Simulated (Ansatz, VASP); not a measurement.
## Two plane-wave programs on BaHfO3

```xyz
5
Lattice="4.2066 0.0000 0.0000 0.0000 4.2066 0.0000 0.0000 0.0000 4.2066" Properties=species:S:1:pos:R:3 pbc="T T T"
Ba    0.0000    0.0000    0.0000
Hf    2.1033    2.1033    2.1033
O     2.1033    2.1033    0.0000
O     0.0000    2.1033    2.1033
O     2.1033    0.0000    2.1033
```

Alike in both runs: functional PBE; k mesh 6 × 6 × 6; occupations gaussian, width 0.02 eV; no spin polarisation.

Ansatz relaxed the structure, and its values are those at the end. VASP's run is a single point on that final structure, the one shown.

|  | VASP | Ansatz |
| --- | --- | --- |
| version | VASP 6.6.1 | Ansatz 0.2.0 |
| potentials or method | VASP PAW PBE potentials, release 64 (Ba_sv, Hf_pv, O), cutoff 600 eV | scalar-relativistic, plane waves, PAW |
| valence electrons in the cell | 38 | 54 |

Ansatz gave:

| Item | Value |
| --- | --- |
| gap on the k mesh at the Fermi level (eV) | 3.62 |
| least direct gap on the mesh (eV) | 3.76 |
| pressure (GPa) | 0.0 |

Problem. What did VASP give for the same quantities?

Solution. gap on the k mesh at the Fermi level (eV): 3.54; least direct gap on the mesh (eV): 3.78; pressure (GPa): -0.8.

VASP's potentials hold 38 valence electrons a cell and Ansatz's 54, so a difference there can come from the potentials and not from the codes.

Spin-orbit coupling is off throughout.
